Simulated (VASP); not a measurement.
# Mg2NCl (R-3m) in VASP: notebook, part 3 of 3

VASP 6.6.1.

## Step 4: Single point, PBE

This run uses another cell than the first one, of 14.05 Å³/atom.

Input file INCAR:

```
PREC     = Accurate       # precision mode
ENCUT    = 520            # plane-wave cutoff, eV
EDIFF    = 1E-7           # SCF threshold, eV
ISMEAR   = -1             # smearing method
SIGMA    = 0.05           # smearing width, eV
LREAL    = False          # projectors in reciprocal space
LASPH    = True           # aspherical terms in the spheres
NELM     = 100            # most SCF steps
ALGO     = Normal         # electronic algorithm
ISIF     = 2              # what is computed and relaxed
LWAVE    = False          # write WAVECAR
LCHARG   = False          # write CHGCAR
GGA      = PE             # functional
NBANDS   = 16             # bands
```

Input file KPOINTS:

```
regular mesh
0
Gamma
  9 9 9
```

Input file POSCAR:

```
Mg2NCl
1.0
    1.6495208667      0.9523513164      5.9626873498
   -1.6495208667      0.9523513164      5.9626873498
    0.0000000000     -1.9047026329      5.9626873498
Cl Mg N
1 2 1
Direct
    0.0000000000      0.0000000000      0.0000000000
    0.7771850000      0.7771850000      0.7771850000
    0.2228150000      0.2228150000      0.2228150000
    0.5000000000      0.5000000000      0.5000000000
```

The run is started by

```bash
cat potpaw_PBE.64/Cl/POTCAR potpaw_PBE.64/Mg/POTCAR potpaw_PBE.64/N/POTCAR > POTCAR
mpirun -np 1 vasp_std > vasp.out
```

It took 6.5 min on 1 thread of Intel Xeon 8259CL, shared host; peak memory 0.36 GiB.

The run converged. Its results:

| Quantity | Value |
| --- | --- |
| Free energy | -17.8010 eV |
| Pressure | 1.4 GPa |
| Largest force | 0.028 eV/Å |
| Band gap on the k mesh | 2.34 eV |

Forces in eV/Å, atoms in the order of the input:
```
Cl   0.000  0.000  0.000
Mg   0.000  0.000 -0.028
Mg   0.000  0.000  0.028
N    0.000  0.000  0.000
```

Stress tensor (GPa, compression positive):
```
1.49 0.00 0.00
0.00 1.49 0.00
0.00 0.00 1.20
```

Levels at points of the mesh, in eV from the valence-band top:
```csv
k point,band 6,band 7,band 8,band 9,band 10,band 11
"(0.00, 0.00, 0.00)",-1.02,0.00,0.00,2.34,5.42,8.52
```

A k mesh can miss the band edges.

## Step 5: Single point, PBE

This run uses another cell than the first one, of 14.34 Å³/atom.

Input file INCAR:

```
PREC = Accurate
ENCUT = 520
EDIFF = 1E-6
ISMEAR = -1
SIGMA = 0.05
LREAL = False
LASPH = True
NELM = 60
ALGO = Normal
ISIF = 2
LWAVE = False
LCHARG = False
GGA = PE
NBANDS = 16
```

KPOINTS is that of step 4.

Input file POSCAR:

```
Mg2NCl
1.0
    1.6606666161      0.9587863178      6.0029770000
   -1.6606666161      0.9587863178      6.0029770000
    0.0000000000     -1.9175726357      6.0029770000
Cl Mg N
1 2 1
Direct
    0.0000000000      0.0000000000      0.0000000000
    0.7771850000      0.7771850000      0.7771850000
    0.2228150000      0.2228150000      0.2228150000
    0.5000000000      0.5000000000      0.5000000000
```

Potentials or basis: VASP PAW PBE potentials, release 64 (Cl, Mg, N).

The run is started by

```bash
cat potpaw_PBE.64/Cl/POTCAR potpaw_PBE.64/Mg/POTCAR potpaw_PBE.64/N/POTCAR > POTCAR
mpirun -np 1 vasp_std > vasp.out
```

OUTCAR:

```text
PREC = Accurate
   ENCUT = 520
   EDIFF = 1E-6
   ISMEAR = -1
   LREAL = False
   LASPH = True
   NELM = 60
   ISIF = 2
   GGA = PE

 ion  position               nearest neighbor table
   1  0.000  0.000  0.000-   2 2.76   2 2.76   3 2.76   3 2.76   2 2.76   3 2.76
   2  0.777  0.777  0.777-   4 2.17   4 2.17   4 2.17   1 2.76   1 2.76   1 2.76   3 2.79   3 2.79
                             3 2.79
   3  0.223  0.223  0.223-   4 2.17   4 2.17   4 2.17   1 2.76   1 2.76   1 2.76   2 2.79   2 2.79
                             2 2.79
   4  0.500  0.500  0.500-   3 2.17   2 2.17   3 2.17   3 2.17   2 2.17   2 2.17

  LATTYP: Found a trigonal (rhomboedric) cell.
 ALAT       =     6.3018106664
 COS(alpha) =     0.8611121662

  Lattice vectors:

 A1 = (   1.6606666161,   0.9587863178,   6.0029770000)
 A2 = (  -1.6606666161,   0.9587863178,   6.0029770000)
 A3 = (   0.0000000000,  -1.9175726357,   6.0029770000)

Analysis of symmetry for initial positions (statically):
=====================================================================
 Subroutine PRICEL returns:
 Original cell was already a primitive cell.

[... 176 lines left out ...]
 fundamental gap:      2.2044188377
 Fermi energy:         5.1208687603

 k-point     1 :       0.0000    0.0000    0.0000
  band No.  band energies     occupation
      1     -12.4837      2.00000
      2      -8.6970      2.00000
      3      -2.2361      2.00000
      4       1.6551      2.00000
      5       1.6551      2.00000
      6       3.0221      2.00000
[... 433 lines left out ...]
      3      -2.0392      2.00000
      4      -1.1170      2.00000
      5       0.8612      2.00000
      6       1.0476      2.00000
[... 8 lines left out ...]
     15      13.9344      0.00000
     16      16.0948      0.00000

 [... further k-points ...]

------------------------ aborting loop because EDIFF is reached ----------------------------------------

  FORCE on cell =-STRESS in cart. coord.  units (eV):
  Direction    XX          YY          ZZ          XY          YZ          ZX
  --------------------------------------------------------------------------------------
  -------------------------------------------------------------------------------------
  Total       -0.1545564     -0.1545564     -0.1371504      0.0000000      0.0000000      0.0000000
  in kB       -4.3179270     -4.3179270     -3.8316452      0.0000000      0.0000000      0.0000000
  external PRESSURE =      -4.1558331 kB  Pullay stress =       0.0000000 kB

 VOLUME and BASIS-vectors are now :
 -----------------------------------------------------------------------------
  energy-cutoff  :      520.00
  volume of cell :       57.35
      direct lattice vectors                 reciprocal lattice vectors
     1.660666616  0.958786318  6.002977000     0.301083911  0.173830877  0.055528004
    -1.660666616  0.958786318  6.002977000    -0.301083911  0.173830877  0.055528004
     0.000000000 -1.917572636  6.002977000     0.000000000 -0.347661754  0.055528004

 POSITION                                       TOTAL-FORCE (eV/Angst)
 -----------------------------------------------------------------------------------
      0.00000      0.00000      0.00000         0.000000      0.000000      0.000000
      0.00000     -0.00000     13.99627         0.000000     -0.000000      0.058141
      0.00000     -0.00000      4.01266         0.000000      0.000000     -0.058141
      0.00000     -0.00000      9.00447         0.000000     -0.000000     -0.000000
 -----------------------------------------------------------------------------------
    total drift:                                0.000000     -0.000000     -0.000000

  FREE ENERGIE OF THE ION-ELECTRON SYSTEM (eV)
  ---------------------------------------------------
  free  energy   TOTEN  =       -17.8048174895 eV

  energy  without entropy=      -17.8048174895  energy(sigma->0) =      -17.80481749
```

OSZICAR:

```text
N       E                     dE             d eps       ncg     rms          rms(c)
DAV:   1     0.557823474434E+02    0.55782E+02   -0.64634E+03  2720   0.837E+02
DAV:   2    -0.167392246670E+02   -0.72522E+02   -0.64659E+02  3912   0.161E+02
DAV:   3    -0.215013025758E+02   -0.47621E+01   -0.47382E+01  3528   0.425E+01
DAV:   4    -0.215325363456E+02   -0.31234E-01   -0.31231E-01  3360   0.407E+00
DAV:   5    -0.215328400815E+02   -0.30374E-03   -0.30373E-03  3640   0.399E-01    0.962E+00
DAV:   6    -0.179507644623E+02    0.35821E+01   -0.78697E+00  3616   0.222E+01    0.388E+00
DAV:   7    -0.179212402058E+02    0.29524E-01   -0.10229E+00  3192   0.585E+00    0.297E+00
DAV:   8    -0.178352091216E+02    0.86031E-01   -0.45823E-01  3912   0.446E+00    0.152E+00
DAV:   9    -0.178043526050E+02    0.30857E-01   -0.10602E-01  3336   0.195E+00    0.412E-01
DAV:  10    -0.178052117488E+02   -0.85914E-03   -0.72583E-03  3456   0.561E-01    0.127E-01
DAV:  11    -0.178048116496E+02    0.40010E-03   -0.75817E-04  3928   0.239E-01    0.554E-02
DAV:  12    -0.178048342280E+02   -0.22578E-04   -0.15747E-04  3008   0.784E-02    0.326E-02
DAV:  13    -0.178048176818E+02    0.16546E-04   -0.64347E-05  3616   0.471E-02    0.710E-03
DAV:  14    -0.178048174895E+02    0.19227E-06   -0.31237E-06  3280   0.131E-02
   1 F= -.17804817E+02 E0= -.17804817E+02  d E =-.264863E-10
```

Wall time 5.4 min (1 thread of Intel Xeon 8259CL, shared host); peak memory 0.36 GiB.

Results:

```
Free energy            : -17.8048 eV
Pressure               : -0.4 GPa
Largest force          : 0.058 eV/Å
Band gap on the k mesh : 2.20 eV
```

Forces on the atoms (eV/Å):
```
Cl   0.000  0.000  0.000
Mg   0.000  0.000  0.058
Mg   0.000  0.000 -0.058
N    0.000  0.000  0.000
```

A k mesh can miss the band edges.

## Step 6: Single point, PBE

This run uses another cell than the first one, of 14.62 Å³/atom.

Input file INCAR:

```
ALGO = Normal
EDIFF = 1E-6
ENCUT = 520
GGA = PE
ISIF = 2
ISMEAR = -1
LASPH = T
LCHARG = T
LELF = T
LREAL = F
LVHAR = T
LWAVE = F
NBANDS = 16
NELM = 60
PREC = Accurate
SIGMA = 0.05
```

Input file KPOINTS:

```
k-points
0
Gamma
  9 9 9
```

Input file POSCAR:

```
Mg2NCl
1.0
    1.6716647288      0.9651360811      6.0427329732
   -1.6716647288      0.9651360811      6.0427329732
    0.0000000000     -1.9302721623      6.0427329732
Cl Mg N
1 2 1
Direct
    0.0000000000      0.0000000000      0.0000000000
    0.7771850000      0.7771850000      0.7771850000
    0.2228150000      0.2228150000      0.2228150000
    0.5000000000      0.5000000000      0.5000000000
```

Potentials or basis: VASP PAW PBE potentials, release 64 (Cl, Mg, N).

The run is started by

```bash
cat potpaw_PBE.64/Cl/POTCAR potpaw_PBE.64/Mg/POTCAR potpaw_PBE.64/N/POTCAR > POTCAR
mpirun -np 1 vasp_std > vasp.out
```

Wall time 5.4 min (1 thread of Intel Xeon 8259CL, shared host); peak memory 0.36 GiB.

The run converged. Its results:

```
Free energy            : -17.7962 eV
Pressure               : -2.1 GPa
Largest force          : 0.138 eV/Å
Band gap on the k mesh : 2.08 eV
```

Forces in eV/Å, atoms in the order of the input:
```
Cl   0.000  0.000  0.000
Mg   0.000  0.000  0.138
Mg   0.000  0.000 -0.138
N    0.000  0.000  0.000
```

Stress tensor (GPa, compression positive):
```
-2.18  0.00  0.00
 0.00 -2.18  0.00
 0.00  0.00 -1.83
```

Levels at points of the mesh, in eV from the valence-band top:
```
           k point  band 6  band 7  band 8  band 9  band 10  band 11
(0.00, 0.00, 0.00)   -1.01    0.00    0.00    2.08     5.28     8.15
```

A k mesh can miss the band edges.

## Step 7: Overview

```tsv
cell	gap on the mesh (eV)	pressure (GPa)	largest force (eV/Å)
a = 6.173 Å, angles 30.6°, 4 atoms	2.63	5.7	0.22
a = 6.217 Å, angles 30.6°, 4 atoms	2.48	3.4	0.12
a = 6.260 Å, angles 30.6°, 4 atoms	2.34	1.4	0.03
a = 6.302 Å, angles 30.6°, 4 atoms	2.20	-0.4	0.06
a = 6.344 Å, angles 30.6°, 4 atoms	2.08	-2.1	0.14
```

Alike in all rows: task single point; level PBE; potentials or basis VASP PAW PBE potentials, release 64 (Cl, Mg, N); no spin polarisation; k mesh 9 × 9 × 9; cutoff (eV) 520; smearing fermi-dirac 0.05 eV.

Caveats: the cell stands under pressure (at least some runs).

Total energies depend on the potentials used, so only differences within one code and one set of settings carry meaning.
